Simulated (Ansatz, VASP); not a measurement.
V3F: VASP beside Ansatz

Contents of INCAR:

```
PREC = Accurate
ENCUT = 600
EDIFF = 1E-6
ISMEAR = 0
SIGMA = 0.1
LREAL = F
LASPH = T
NELM = 80
ALGO = Fast
ISIF = 3
LWAVE = F
LCHARG = F
GGA = PE
IBRION = 2
NSW = 90
EDIFFG = -0.04
```

KPOINTS

```
Automatic mesh
0
Gamma
  6 6 6
```

Contents of POSCAR:

```
V3F
1.0
    3.6391075506      0.0000000000      0.0000000000
    0.0000000000      3.6391075506      0.0000000000
    0.0000000000      0.0000000000      3.6391075506
V F
3 1
Direct
    0.0000000000      0.5000000000      0.5000000000
    0.5000000000      0.0000000000      0.5000000000
    0.5000000000      0.5000000000      0.0000000000
    0.0000000000      0.0000000000      0.0000000000
```

Input for Ansatz:

```yaml
crystal:
  lattice:
    - [3.6391075506, 0.0, 0.0]
    - [0.0, 3.6391075506, 0.0]
    - [0.0, 0.0, 3.6391075506]
  atoms:
    - { symbol: V, position: [0.0, 0.5, 0.5] }
    - { symbol: V, position: [0.5, 0.0, 0.5] }
    - { symbol: V, position: [0.5, 0.5, 0.0] }
    - { symbol: F, position: [0.0, 0.0, 0.0] }
basis:
  ecutwfc: 420
kpoints:
  mp_grid: { grid: [6, 6, 6] }
hamiltonian:
  xc: pbe
scf:
  occupations: { method: gaussian, width: 0.1 }
  lower_state_search: "off"
output:
  forces: true
  stress: true
  eigenvalues: true
relax:
  adjacent_minimum: "off"
  f_tol: 0.04
  max_steps: 70
  cell: { stress_tol: 0.4 }
```

Alike in both runs: task relaxation of cell and atoms; functional PBE; k mesh 6 × 6 × 6; occupations gaussian, width 0.1 eV; no spin polarisation.

```csv
,VASP,Ansatz
version,VASP 6.6.1,Ansatz 0.2.0
potentials or method,"VASP PAW PBE potentials, release 64 (V_sv, F), cutoff 600 eV","scalar-relativistic, plane waves, PAW"
valence electrons in the cell,46,46
```

```tsv
	VASP	Ansatz	Ansatz less VASP
gap on the k mesh at the Fermi level, each at its own relaxed structure (eV)	none	none	-
relaxed volume (Å³/atom)	12.87	12.83	-0.046
relaxed length of the cell vector where the two differ most in proportion (Å)	3.720	3.716	-0.0044
```

A gap of «none» marks a metal or a gap that the smearing closes.
